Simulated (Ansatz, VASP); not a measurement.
**WSe2 in VASP and in Ansatz**

The input INCAR:

```
SYSTEM = WSe2
  ALGO = Normal
  DIPOL = 0.5 0.5 0.462
  EDIFF = 1E-7
  ENCUT = 520
  GGA = PE
  IDIPOL = 3
  ISIF = 2
  ISMEAR = 0
  IVDW = 12
  LASPH = .True.
  LCHARG = .False.
  LDIPOL = .True.
  LREAL = Auto
  LWAVE = .False.
  NBANDS = 122
  NELM = 100
  PREC = Accurate
  SIGMA = 0.05
```

The input KPOINTS:

```
k-points
0
Gamma
  3 3 1
  0 0 0
```

File POSCAR:

```
WSe2
1.0
    6.5580551065      0.0000000000      0.0000000000
   -3.2790275533      5.6794423217      0.0000000000
    0.0000000000      0.0000000000     27.8927503180
Se W
16 8
Direct
    0.1666666667      0.3333333333      0.2868128783
    0.1666666667      0.8333333333      0.2868128783
    0.6666666667      0.3333333333      0.2868128783
    0.6666666667      0.8333333333      0.2868128783
    0.1666666667      0.3333333333      0.4075877997
    0.1666666667      0.8333333333      0.4075877997
    0.6666666667      0.3333333333      0.4075877997
    0.6666666667      0.8333333333      0.4075877997
    0.3330955098      0.1659747431      0.5162452214
    0.3329679989      0.6658488504      0.5162468379
    0.8327131331      0.1660460267      0.5162819276
    0.8327794127      0.6656628028      0.5162491773
    0.3322118340      0.1653704869      0.6370976695
    0.3329643217      0.6657963538      0.6371422479
    0.8330477336      0.1657393030      0.6371468471
    0.8333339013      0.6664528865      0.6371236153
    0.3333333333      0.1666666667      0.3472003390
    0.3333333333      0.6666666667      0.3472003390
    0.8333333333      0.1666666667      0.3472003390
    0.8333333333      0.6666666667      0.3472003390
    0.1661737378      0.3324132376      0.5766349502
    0.1662015538      0.8325207235      0.5766235165
    0.6661218993      0.3326223043      0.5768228134
    0.6663732111      0.8325886922      0.5766449380
```

Input for Ansatz:

```yaml
crystal:
  lattice:
    - [6.5580551065, 0.0, 0.0]
    - [-3.2790275533, 5.6794423217, 0.0]
    - [0.0, 0.0, 27.892750318]
  atoms:
    - { symbol: Se, position: [0.1666666667, 0.3333333333, 0.2868128783] }
    - { symbol: Se, position: [0.1666666667, 0.8333333333, 0.2868128783] }
    - { symbol: Se, position: [0.6666666667, 0.3333333333, 0.2868128783] }
    - { symbol: Se, position: [0.6666666667, 0.8333333333, 0.2868128783] }
    - { symbol: W, position: [0.3333333333, 0.1666666667, 0.347200339] }
    - { symbol: W, position: [0.3333333333, 0.6666666667, 0.347200339] }
    - { symbol: W, position: [0.8333333333, 0.1666666667, 0.347200339] }
    - { symbol: W, position: [0.8333333333, 0.6666666667, 0.347200339] }
    - { symbol: Se, position: [0.1666666667, 0.3333333333, 0.4075877997] }
    - { symbol: Se, position: [0.1666666667, 0.8333333333, 0.4075877997] }
    - { symbol: Se, position: [0.6666666667, 0.3333333333, 0.4075877997] }
    - { symbol: Se, position: [0.6666666667, 0.8333333333, 0.4075877997] }
    - { symbol: Se, position: [0.3330955098, 0.1659747431, 0.5162452214] }
    - { symbol: Se, position: [0.3329679989, 0.6658488504, 0.5162468379] }
    - { symbol: Se, position: [0.8327131331, 0.1660460267, 0.5162819276] }
    - { symbol: Se, position: [0.8327794127, 0.6656628028, 0.5162491773] }
    - { symbol: W, position: [0.1661737378, 0.3324132376, 0.5766349502] }
    - { symbol: W, position: [0.1662015538, 0.8325207235, 0.5766235165] }
    - { symbol: W, position: [0.6661218993, 0.3326223043, 0.5768228134] }
    - { symbol: W, position: [0.6663732111, 0.8325886922, 0.576644938] }
    - { symbol: Se, position: [0.332211834, 0.1653704869, 0.6370976695] }
    - { symbol: Se, position: [0.3329643217, 0.6657963538, 0.6371422479] }
    - { symbol: Se, position: [0.8330477336, 0.165739303, 0.6371468471] }
    - { symbol: Se, position: [0.8333339013, 0.6664528865, 0.6371236153] }
basis:
  ecutwfc: 420
kpoints:
  mp_grid: { grid: [3, 3, 1] }
hamiltonian:
  xc: pbe
  dispersion: d3bj
scf:
  occupations: { method: gaussian, width: 0.05 }
output:
  forces: true
  eigenvalues: true
  write_density: true
  volumetric_format: npy
efield:
  axis: 3
  dipole_correction: true
  ramp_width: 0.04
```

Alike in both runs: task single point; functional PBE; dispersion D3(BJ); k mesh 3 × 3 × 1; occupations gaussian, width 0.05 eV; no spin polarisation.

```csv
,VASP,Ansatz
version,VASP 6.6.1,Ansatz 0.2.0
potentials or method,"VASP PAW PBE potentials, release 64 (Se, W_sv), cutoff 520 eV","scalar-relativistic, plane waves, PAW"
valence electrons in the cell,208,368
```

Ansatz gave:

* gap on the k mesh at the Fermi level (eV): 1.29
* least direct gap on the mesh (eV): 1.36
* rms of the force components (eV/Å): 0.014

**Question.** Estimate VASP's values.

**Answer.** gap on the k mesh at the Fermi level (eV): 1.28; least direct gap on the mesh (eV): 1.36; rms of the force components (eV/Å): 0.033.

VASP's potentials hold 208 valence electrons a cell and Ansatz's 368, so a difference there can come from the potentials and not from the codes.

Spin-orbit coupling is off throughout.
